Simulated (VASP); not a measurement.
Here is a VASP 6.6.1 calculation.

Contents of INCAR:

```
SYSTEM = InP2N3
PREC = Accurate
ENCUT = 520
EDIFF = 1E-6
ISMEAR = 0
SIGMA = 0.1
LREAL = .False.
LASPH = .True.
NELM = 150
ALGO = Normal
ISIF = 2
LWAVE = .False.
LCHARG = .False.
ISPIN = 2
MAGMOM = 0 0 0 1 1 1
LORBIT = 11
GGA = PE
NBANDS = 32
```

KPOINTS

```
regular mesh
0
Gamma
  6 6 2
  0 0 0
```

The input POSCAR:

```
InP2N3
1.0
    3.1932186860      0.0000000000      0.0000000000
   -1.5966093430      2.7654085019      0.0000000000
    0.0000000000      0.0000000000      7.6910984034
In P N
1 2 3
Direct
    0.0000000000      0.0000000000      0.5000000000
    0.3333333333      0.6666666667      0.1562652293
    0.6666666667      0.3333333333      0.8437347707
    0.3333333333      0.6666666667      0.6878198894
    0.0000000000      0.0000000000      0.0000000000
    0.6666666667      0.3333333333      0.3121801106
```

Potentials or basis: VASP PAW PBE potentials, release 64 (In_d, P, N).

Command:

```sh
$ cat potpaw_PBE.64/In_d/POTCAR potpaw_PBE.64/P/POTCAR potpaw_PBE.64/N/POTCAR > POTCAR
$ mpirun -np 1 vasp_std > vasp.out
```

(1) Predict the band gap on the k mesh.

(2) What does it give for the net moment?

(3) Predict the pressure.

## Answers

(1) zero (filled and empty bands overlap).

(2) 0.00 μB per cell.

(3) -0.4 GPa.

Caveat: the k points lie up to 0.41 Å⁻¹ apart; spin-orbit coupling is left out, which moves the levels of the heavy elements.
